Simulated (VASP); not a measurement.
# Bi2Se3 (R-3m) in VASP: electric field gradients with PBE

Aim: the electric field gradients of Bi2Se3 with PBE.

Program: VASP 6.6.1. These are calculated values, not measurements. Logs are shortened: lines on timing, memory, paths and dates and some standing lists are left out, and cuts for length are marked.

## 1. The cell of the first run

It takes space group R-3m (No. 166, trigonal). Conventional cell: a = 4.191 Å, b = 4.191 Å, c = 29.929 Å, α = 90.00°, β = 90.00°, γ = 120.00°. Bi (site symmetry 3m) has 6 Se at 2.89 to 3.11 Å within 3.8 Å. Within 4.3 Å of Se (site symmetry -3m) lie 6 Bi at 3.11 Å and 12 Se at 4.19 to 4.27 Å. Within 3.9 Å of Se (site symmetry 3m) lie 3 Bi at 2.89 Å and 3 Se at 3.80 Å.

## 2. Electric field gradients, PBE

The input, INCAR:

```
SYSTEM = Bi2Se3
ALGO = Normal
EDIFF = 1E-8
ENCUT = 520
GGA = PE
ISIF = 2
ISMEAR = -1
LASPH = .True.
LCHARG = .False.
LEFG = .True.
LREAL = .False.
LWAVE = .False.
NBANDS = 32
NELM = 80
PREC = Accurate
SIGMA = 0.02
```

The input, KPOINTS:

```
k-points
0
Gamma
  8 8 8
  0 0 0
```

The input, POSCAR:

```
Bi2Se3
1.0
    2.0956832629      1.2099432960      9.9762290674
   -2.0956832629      1.2099432960      9.9762290674
    0.0000000000     -2.4198865920      9.9762290674
Bi Se
2 3
Direct
    0.3984350000      0.3984350000      0.3984350000
    0.6015650000      0.6015650000      0.6015650000
    0.0000000000      0.0000000000      0.0000000000
    0.2157150000      0.2157150000      0.2157150000
    0.7842850000      0.7842850000      0.7842850000
```

Potentials or basis: VASP PAW PBE potentials, release 64 (Bi_d, Se).

On the command line:

```
$ cat potpaw_PBE.64/Bi_d/POTCAR potpaw_PBE.64/Se/POTCAR > POTCAR
$ mpirun -np 1 vasp_std > vasp.out
```

OUTCAR:

```text
SYSTEM = Bi2Se3
   EDIFF = 1E-8
   ENCUT = 520
   GGA = PE
   ISIF = 2
   ISMEAR = -1
   LASPH = .True.
   LREAL = .False.
   NELM = 80
   PREC = Accurate

 ion  position               nearest neighbor table
   1  0.398  0.398  0.398-   5 2.89   5 2.89   5 2.89   3 3.11   3 3.11   3 3.11
   2  0.602  0.602  0.602-   4 2.89   4 2.89   4 2.89   3 3.11   3 3.11   3 3.11
   3  0.000  0.000  0.000-   2 3.11   2 3.11   1 3.11   1 3.11   2 3.11   1 3.11
   4  0.216  0.216  0.216-   2 2.89   2 2.89   2 2.89
   5  0.784  0.784  0.784-   1 2.89   1 2.89   1 2.89

  LATTYP: Found a trigonal (rhomboedric) cell.
 ALAT       =    10.2655247076
 COS(alpha) =     0.9166474328

  Lattice vectors:

 A1 = (   2.0956832629,   1.2099432960,   9.9762290674)
 A2 = (  -2.0956832629,   1.2099432960,   9.9762290674)
 A3 = (   0.0000000000,  -2.4198865920,   9.9762290674)

Analysis of symmetry for initial positions (statically):
=====================================================================
 Subroutine PRICEL returns:
 Original cell was already a primitive cell.

 Routine SETGRP: Setting up the symmetry group for a
 trigonal (rhombohedral) supercell.

 Subroutine GETGRP returns: Found 12 space group operations
 (whereof 12 operations were pure point group operations)
 out of a pool of 12 trial point group operations.

The static configuration has the point symmetry D_3d.

Analysis of symmetry for dynamics (positions and initial velocities):
=====================================================================
 Subroutine PRICEL returns:
 Original cell was already a primitive cell.

 Routine SETGRP: Setting up the symmetry group for a
 trigonal (rhombohedral) supercell.

 Subroutine GETGRP returns: Found 12 space group operations
 (whereof 12 operations were pure point group operations)
 out of a pool of 12 trial point group operations.

The dynamic configuration has the point symmetry D_3d.

 Subroutine INISYM returns: Found 12 space group operations
 (whereof 12 operations are pure point group operations),
 and found     1 'primitive' translations

----------------------------------------------------------------------------------------

                                     Primitive cell

  volume of cell :     151.7778

  direct lattice vectors                    reciprocal lattice vectors
     2.095683263  1.209943296  9.976229067     0.238585672  0.137747502  0.033412759
    -2.095683263  1.209943296  9.976229067    -0.238585672  0.137747502  0.033412759
     0.000000000 -2.419886592  9.976229067     0.000000000 -0.275495004  0.033412759

  length of vectors
    10.265524708 10.265524708 10.265524708     0.277513801  0.277513801  0.277513801

  position of ions in fractional coordinates (direct lattice)
     0.398435000  0.398435000  0.398435000
     0.601565000  0.601565000  0.601565000
     0.000000000  0.000000000  0.000000000
     0.215715000  0.215715000  0.215715000
     0.784285000  0.784285000  0.784285000

  ion indices of the primitive-cell ions
   primitive index   ion index
                 1           1
                 2           2
                 3           3
                 4           4
                 5           5

----------------------------------------------------------------------------------------

 KPOINTS: k-points

Automatic generation of k-mesh.
 Grid dimensions read from file:
 generate k-points for:    8    8    8

 Generating k-lattice:

  Cartesian coordinates                     Fractional coordinates (reciprocal lattice)
     0.029823209  0.017218438  0.004176595     0.125000000  0.000000000 -0.000000000
    -0.029823209  0.017218438  0.004176595     0.000000000  0.125000000 -0.000000000
     0.000000000 -0.034436876  0.004176595    -0.000000000 -0.000000000  0.125000000

  Length of vectors
     0.034689225  0.034689225  0.034689225

[... 38 lines left out ...]
   dimension x,y,z NGX =    80 NGY =   80 NGZ =   80
   dimension x,y,z NGXF=   160 NGYF=  160 NGZF=  160
   ions per type =               2   3
   NGX,Y,Z   is equivalent  to a cutoff of  12.96, 12.96, 12.96 a.u.
   NGXF,Y,Z  is equivalent  to a cutoff of  25.91, 25.91, 25.91 a.u.
 SYSTEM =  Bi2Se3
   PREC   = accura    normal or accurate (medium, high low for compatibility)
   ISTART =      0    job   : 0-new  1-cont  2-samecut
   ICHARG =      2    charge: 1-file 2-atom 10-const
   ISPIN  =      1    spin polarized calculation?
   LNONCOLLINEAR =      F non collinear calculations
   LSORBIT =      F    spin-orbit coupling
   LASPH  =      T    aspherical Exc in radial PAW
   ENCUT  =  520.0 eV  38.22 Ry    6.18 a.u.  19.09 19.09 19.09*2*pi/ulx,y,z
   NELM   =     80;   NELMIN=  2; NELMDL= -5     # of ELM steps
   EDIFF  = 0.1E-07   stopping-criterion for ELM
   LREAL  =      F    real-space projection
   EDIFFG = 0.1E-06   stopping-criterion for IOM
   NSW    =      0    number of steps for IOM
   IBRION =     -1    ionic relax: 0-MD 1-quasi-New 2-CG
   NFREE  =      0    steps in history (QN), initial steepest desc. (CG)
   ISIF   =      2    stress and relaxation
   ISYM   =      2    0-nonsym 1-usesym 2-fastsym
   POTIM  = 0.5000    time-step for ionic-motion
   TEBEG  =    0.0;   TEEND  =   0.0 temperature during run
   PSTRESS=    0.0 pullay stress
   NELECT =      48.0000    total number of electrons
   NUPDOWN=      -1.0000    fix difference up-down
   EMIN   =  10.00;   EMAX   =-10.00  energy-range for DOS
   EFERMI =   0.00;   METHOD = LEGACY
   ISMEAR =    -1;   SIGMA  =   0.02  broadening in eV -4-tet -1-fermi 0-gaus
   EFERMI_NEDOS =   21; number of points for ismear=-14 and -15
   IALGO  =     38    algorithm
   IMIX   =      4    mixing-type and parameters
     AMIX     =   0.40;   BMIX     =  1.00
     AMIX_MAG =   1.60;   BMIX_MAG =  1.00
  volume/ion in A,a.u.               =      30.36       204.85
  Fermi-wavevector in a.u.,A,eV,Ry     =   1.115370  2.107745 16.926345  1.244051
  Thomas-Fermi vector in A             =   2.251974
   LORBIT       =      0    0 simple, 1 ext, 2 COOP (PROOUT), +10 PAW based schemes
   GGA     = PE    functional components
   LHFCALC =     F    Hartree Fock is set to
   AEXX    =    0.0000 exact exchange contribution
   IVDW    =     0    specifies the selected vdW correction
   LEPSILON=     F    determine dielectric tensor
   LRPA    =     F    only Hartree local field effects (RPA)
 non-spin polarized calculation
  energy-cutoff  :      520.00
  volume of cell :      151.78
 maximum number of plane-waves:      4112
 NGX is ok and might be reduce to    80
   NGX = 39   NGY = 39   NGZ = 39

 number of electron      48.0000001 magnetization

 Free energy of the ion-electron system (eV)
  ---------------------------------------------------
  ext. energy  EPLUGINS =         0.00000000
  ---------------------------------------------------
  free energy    TOTEN  =       -20.22844849 eV

  energy without entropy =      -20.22844845  energy(sigma->0) =      -20.22844847

 E-fermi :   4.2501     XC(G=0):  -9.1484

 val. band max:        4.0339935817   @ k =   0.0000   0.0000   0.0000
 cond. band min:       4.4666056144   @ k =   0.0000   0.0000   0.0000
 fundamental gap:      0.4326120326
 Fermi energy:         4.2500686275

 k-point     1 :       0.0000    0.0000    0.0000
  band No.  band energies     occupation
      1     -18.8710      2.00000
      2     -18.8710      2.00000
      3     -18.8697      2.00000
      4     -18.8697      2.00000
      5     -18.8665      2.00000
      6     -18.8644      2.00000
[... 829 lines left out ...]
     31       9.0236      0.00000
     32      10.6451      0.00000

 [... further k-points ...]
[... 5 lines left out ...]
  --------------------------------------------------------------------------------------
  -------------------------------------------------------------------------------------
  Total        0.0505614      0.0505614      0.0535898      0.0000000     -0.0000000      0.0000000
  in kB        0.5337295      0.5337295      0.5656981      0.0000000     -0.0000000      0.0000000
  external PRESSURE =       0.5443857 kB  Pullay stress =       0.0000000 kB

 VOLUME and BASIS-vectors are now :
 -----------------------------------------------------------------------------
  energy-cutoff  :      520.00
  volume of cell :      151.78
      direct lattice vectors                 reciprocal lattice vectors
     2.095683263  1.209943296  9.976229067     0.238585672  0.137747502  0.033412759
    -2.095683263  1.209943296  9.976229067    -0.238585672  0.137747502  0.033412759
     0.000000000 -2.419886592  9.976229067     0.000000000 -0.275495004  0.033412759

 POSITION                                       TOTAL-FORCE (eV/Angst)
 -----------------------------------------------------------------------------------
      0.00000      0.00000     11.92464         0.000000      0.000000      0.019634
      0.00000      0.00000     18.00405         0.000000     -0.000000     -0.019634
      0.00000      0.00000      0.00000         0.000000     -0.000000     -0.000000
      0.00000      0.00000      6.45607         0.000000     -0.000000      0.060297
      0.00000      0.00000     23.47262         0.000000     -0.000000     -0.060297
 -----------------------------------------------------------------------------------
    total drift:                                0.000000     -0.000000      0.000000

  FREE ENERGIE OF THE ION-ELECTRON SYSTEM (eV)
  ---------------------------------------------------
  free  energy   TOTEN  =       -20.2284484946 eV

  energy  without entropy=      -20.2284484519  energy(sigma->0) =      -20.22844847

 Electric field gradients (V/A^2)
---------------------------------------------------------------------
 ion       V_xx      V_yy      V_zz      V_xy      V_xz      V_yz
---------------------------------------------------------------------
   1      -3.095    -3.095     6.189    -0.000     0.000    -0.000
   2      -3.095    -3.095     6.189     0.000     0.000    -0.000
   3     -35.180   -35.180    70.359     0.000    -0.000    -0.000
   4      13.067    13.067   -26.133     0.000     0.000    -0.000
   5      13.067    13.067   -26.133    -0.000     0.000    -0.000
---------------------------------------------------------------------

 Electric field gradients after diagonalization (V/A^2)
 (convention: |V_zz| > |V_xx| > |V_yy|)
----------------------------------------------------------------------
 ion       V_xx      V_yy      V_zz     asymmetry (V_yy - V_xx)/ V_zz
----------------------------------------------------------------------
   1      -3.095    -3.095     6.189       0.000
   2      -3.095    -3.095     6.189       0.000
   3     -35.180   -35.180    70.359       0.000
   4      13.067    13.067   -26.133       0.000
   5      13.067    13.067   -26.133       0.000
----------------------------------------------------------------------

           NMR quadrupolar parameters

 Cq : quadrupolar parameter    Cq=e*Q*V_zz/h
 eta: asymmetry parameters     (V_yy - V_xx)/ V_zz
 Q  : nuclear electric quadrupole moment in mb (millibarn)
----------------------------------------------------------------------
 ion       Cq(MHz)       eta       Q (mb)
----------------------------------------------------------------------
   1       0.015       0.000       1.000
   2       0.015       0.000       1.000
   3       0.170       0.000       1.000
   4      -0.063       0.000       1.000
   5      -0.063       0.000       1.000
----------------------------------------------------------------------
```

Wall time 19 min (1 thread of AMD EPYC 9R45 (Zen 5), shared host); peak memory 1 GiB.

What came out:

```
Free energy                             : -20.2284 eV
Pressure                                : 0.1 GPa
Largest force                           : 0.060 eV/Å
Band gap on the k mesh                  : 0.43 eV
Largest electric field gradient by atom : Bi +6.2; Se +70.4, -26.1 (each value once) V/Å²
```

Forces in eV/Å, atoms in the order of the input:
```
Bi   0.000  0.000  0.020
Bi   0.000  0.000 -0.020
Se   0.000  0.000  0.000
Se   0.000  0.000  0.060
Se   0.000  0.000 -0.060
```

Levels at points of the mesh, in eV from the valence-band top:
```csv
k point,band 20,band 21,band 22,band 23,band 24,band 25,band 26,band 27,band 28,band 29
"(0.00, 0.00, 0.00)",-1.46,-1.46,-0.95,-0.95,0.00,0.43,1.67,1.67,2.27,2.82
"(0.50, 0.00, 0.00)",-2.53,-2.47,-1.65,-1.01,-0.51,1.11,2.24,3.08,3.16,4.15
"(0.50, 0.50, 0.00)",-2.29,-1.72,-1.44,-1.24,-0.90,1.53,2.18,2.64,3.12,3.74
"(0.50, 0.50, 0.50)",-1.34,-1.25,-1.05,-1.05,-0.33,0.70,1.84,1.84,2.21,2.63
```

Electric field gradients, principal values (V/Å²):
| atom | least | middle | greatest (by size) |
| --- | --- | --- | --- |
| 1 Bi | -3.095 | -3.095 | 6.189 |
| 2 Bi | -3.095 | -3.095 | 6.189 |
| 3 Se | -35.180 | -35.180 | 70.359 |
| 4 Se | 13.067 | 13.067 | -26.133 |
| 5 Se | 13.067 | 13.067 | -26.133 |

Caveat: without QUAD_EFG the Cq values of the log hold for a quadrupole moment of 1 mb, not for the nuclei; spin-orbit coupling is left out, which moves the levels of the heavy elements.
